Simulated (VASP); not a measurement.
Write the native input for VASP 6.6.1 that does the following.

* Task: electric field gradients
* Functional: PBEsol
* Potentials or basis: VASP PAW PBE potentials, release 64 (Zr_sv, C)
* Cutoff: 520 eV
* k mesh: 15 × 15 × 15
* Occupations: fermi-dirac, width 0.05 eV
* Spin: no spin polarisation
* Dipole correction: no
* Further INCAR settings: ALGO = Normal; EDIFF = 1e-08; NBANDS = 15

The structure of ZrC lies in POSCAR:

```
ZrC
1.0
    0.0000000000      2.3026411936      2.3026411936
    2.3026411936      0.0000000000      2.3026411936
    2.3026411936      2.3026411936      0.0000000000
Zr C
1 1
Direct
    0.5000000000      0.5000000000      0.5000000000
    0.0000000000      0.0000000000      0.0000000000
```

This cell differs from its parent crystal: volume scaled by 0.9405.

The input as run:

INCAR

```
PREC = Accurate ; ENCUT = 520
EDIFF = 1E-8 ; ISMEAR = -1
SIGMA = 0.05 ; LREAL = F
LASPH = T ; NELM = 100
ALGO = Normal ; ISIF = 2
LWAVE = F ; LCHARG = F
GGA = PS ; LEFG = T
NBANDS = 15
```

KPOINTS

```
Automatic mesh
0
Gamma
  15 15 15
```

Potentials or basis: VASP PAW PBE potentials, release 64 (Zr_sv, C).

The run is started by

```bash
$ cat potpaw_PBE.64/Zr_sv/POTCAR potpaw_PBE.64/C/POTCAR > POTCAR
$ mpirun -np 1 vasp_std > vasp.out
```

Results of the run:

```yaml
Pressure: 11.0 GPa
Band_gap_on_the_k_mesh: zero (band 8 reaches 11.18 eV, above the bottom of band 9 at 9.85 eV)
```

Caveat: without QUAD_EFG the Cq values of the log hold for a quadrupole moment of 1 mb, not for the nuclei; the PAW data sets were made with another functional, which shifts forces and pressure a little.

Run time: 25 s on 1 thread of Intel(R) Xeon(R) Platinum 8375C CPU @ 2.90GHz (Ice Lake), with other jobs on the host, peak memory 0.17 GiB.
